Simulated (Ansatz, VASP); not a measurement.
# ZrS2 in VASP and in Ansatz

Contents of INCAR:

```
SYSTEM = ZrS2
PREC = Accurate
ENCUT = 500
EDIFF = 1E-6
ISMEAR = 0
SIGMA = 0.01
LREAL = .FALSE.
LASPH = .TRUE.
NELM = 120
ALGO = Normal
ISIF = 2
LWAVE = .FALSE.
LCHARG = .FALSE.
GGA = PE
NBANDS = 19
GGA_COMPAT = .FALSE.
```

File KPOINTS:

```
Automatic mesh
0
G
  8 8 1
  0 0 0
```

File POSCAR:

```
ZrS2
1.0
    3.6743990828      0.0000000000      0.0000000000
   -1.8371995414      3.1821229494      0.0000000000
    0.0000000000      0.0000000000      5.8568562426
Zr S
1 2
Direct
    0.0000000000      0.0000000000      0.0000000000
    0.3333333333      0.6666666667      0.2462324613
    0.6666666667      0.3333333333      0.7537675387
```

Input for Ansatz:

```yaml
crystal:
  lattice:
    - [3.6743990828, 0.0, 0.0]
    - [-1.8371995414, 3.1821229494, 0.0]
    - [0.0, 0.0, 5.8568562426]
  atoms:
    - { symbol: Zr, position: [0.0, 0.0, 0.0] }
    - { symbol: S, position: [0.3333333333, 0.6666666667, 0.2462324613] }
    - { symbol: S, position: [0.6666666667, 0.3333333333, 0.7537675387] }
kpoints:
  mp_grid: { grid: [8, 8, 1] }
hamiltonian:
  xc: pbe
scf:
  occupations: { method: fixed }
  n_extra_bands: 4
output:
  forces: true
  stress: true
  eigenvalues: true
```

Alike in both runs: task single point; functional PBE; k mesh 8 × 8 × 1; no spin polarisation.

|  | VASP | Ansatz |
| --- | --- | --- |
| version | VASP 6.6.1 | Ansatz 0.2.0 |
| potentials or method | VASP PAW PBE potentials, release 64 (Zr_sv, S) | plane waves |
| plane-wave cutoff (eV) | 500 | 420 |
| occupations | gaussian, width 0.01 eV | fixed |
| valence electrons in the cell | 24 | 24 |

VASP gave:

* gap on the k mesh at the Fermi level (eV): 1.05
* pressure (GPa): 0.3
* traceless stress, the component that is largest in VASP (GPa): -1.61
* rms of the force components (eV/Å): 0.036

Q: Estimate Ansatz's values.

A: gap on the k mesh at the Fermi level (eV): 1.05; pressure (GPa): 0.3; traceless stress, the component that is largest in VASP (GPa): -1.65; rms of the force components (eV/Å): 0.032.

Atom by atom the forces differ by 0.004 eV/Å (rms over components).

The k mesh is coarse, so the values compare programs but aren't converged.
